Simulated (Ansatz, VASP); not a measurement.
**MgO in VASP and in Ansatz**

```
Mg O
1.0
     2.49732    0.00000    0.00000
    -1.24866    2.16274    0.00000
     0.00000    0.00000    2.67968
Mg O
1 1
Cartesian
  0.0000 0.0000 0.0000
  0.0000 1.4418 1.3398
```

Change from the starting cell: strain -0.1500 x Voigt [1, 1, 0, 0, 0, 0], atoms carried along.

Alike in both runs: task single point; functional r2SCAN; k mesh 9 × 9 × 8; occupations gaussian, width 0.05 eV; no spin polarisation.

```csv
,VASP,Ansatz
version,VASP 6.6.1,Ansatz 0.2.0
potentials or method,"VASP PAW PBE potentials, release 64 (Mg, O), cutoff 520 eV","scalar-relativistic, plane waves, PAW"
valence electrons in the cell,8,16
```

VASP gave:

| Quantity | Value |
| --- | --- |
| gap on the k mesh at the Fermi level (eV) | 4.36 |
| least direct gap on the mesh (eV) | 4.71 |
| pressure (GPa) | 74.8 |
| traceless stress, the component that is largest in VASP (GPa) | -85.75 |

**Question.** Which values does Ansatz return?

**Answer.** gap on the k mesh at the Fermi level (eV): 4.39; least direct gap on the mesh (eV): 4.74; pressure (GPa): 75.3; traceless stress, the component that is largest in VASP (GPa): -84.98.

VASP's potentials were made for PBE, not for r2SCAN. Both programs put the cell under a high pressure, so it lies far from rest at this level. VASP's potentials hold 8 valence electrons a cell and Ansatz's 16, so a difference there can come from the potentials and not from the codes.

Noted on VASP's run: the cell as given lies far from equilibrium.
